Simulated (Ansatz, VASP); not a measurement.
Al in VASP and in Ansatz

File INCAR:

```
PREC     = Accurate       # precision mode
ENCUT    = 520            # plane-wave cutoff, eV
EDIFF    = 1E-6           # SCF threshold, eV
ISMEAR   = 0              # smearing method
SIGMA    = 0.15           # smearing width, eV
LREAL    = F              # projectors in reciprocal space
LASPH    = T              # aspherical terms in the spheres
NELM     = 100            # most SCF steps
ALGO     = Fast           # electronic algorithm
ISIF     = 2              # what is computed and relaxed
LWAVE    = F              # write WAVECAR
LCHARG   = F              # write CHGCAR
GGA      = PE             # functional
IVDW     = 12             # dispersion correction
NBANDS   = 18             # bands
```

File KPOINTS:

```
regular mesh
0
Gamma
  18 18 3
```

Contents of POSCAR:

```
Al
1.0
   -2.8035700760      0.0000000000      0.0000000000
   -1.4017850380     -2.4279629071      0.0000000000
   -1.0902772518     -0.8093209690     14.0252688885
Al
6
Direct
    0.6481444444      0.6388833333      0.0833500000
    0.5740703704      0.5277722222      0.4166833333
    0.4999962963      0.4166611111      0.7500166667
    0.1296259259      0.0277722222      0.9166833333
    0.2777740741      0.2499944444      0.2500166667
    0.2037000000      0.1388833333      0.5833500000
```

Input for Ansatz:

```yaml
crystal:
  lattice:
    - [-2.803570076, 0.0, 0.0]
    - [-1.401785038, -2.4279629071, 0.0]
    - [-1.0902772518, -0.809320969, 14.0252688885]
  atoms:
    - { symbol: Al, position: [0.6481444444, 0.6388833333, 0.08335] }
    - { symbol: Al, position: [0.5740703704, 0.5277722222, 0.4166833333] }
    - { symbol: Al, position: [0.4999962963, 0.4166611111, 0.7500166667] }
    - { symbol: Al, position: [0.1296259259, 0.0277722222, 0.9166833333] }
    - { symbol: Al, position: [0.2777740741, 0.2499944444, 0.2500166667] }
    - { symbol: Al, position: [0.2037, 0.1388833333, 0.58335] }
basis:
  ecutwfc: 420
kpoints:
  mp_grid: { grid: [18, 18, 3] }
hamiltonian:
  xc: pbe
  pseudopotentials: { kind: paw, azcp: { folder: soft_1 } }
  dispersion: d3bj
scf:
  occupations: { method: gaussian, width: 0.15 }
output:
  forces: true
  stress: true
  eigenvalues: true
  write_density: true
  write_potential: true
  elf: true
  volumetric_format: npy
```

Alike in both runs: task single point; functional PBE; dispersion D3(BJ); k mesh 18 × 18 × 3; occupations gaussian, width 0.15 eV; no spin polarisation.

```csv
,VASP,Ansatz
version,VASP 6.6.1,Ansatz 0.2.0
potentials or method,"VASP PAW PBE potentials, release 64 (Al), cutoff 520 eV","scalar-relativistic, plane waves, PAW"
valence electrons in the cell,18,18
```

```csv
,VASP,Ansatz,Ansatz less VASP
gap on the k mesh at the Fermi level (eV),none,none,-
pressure (GPa),0.1,0.1,0.00
"traceless stress, the component that is largest in VASP (GPa)",-0.99,-1.00,-0.004
rms of the force components (eV/Å),0.065,0.065,+0.0001
```

Atom by atom the forces differ by 0.000 eV/Å (rms over components). A gap of «none» marks a metal or a gap that the smearing closes.
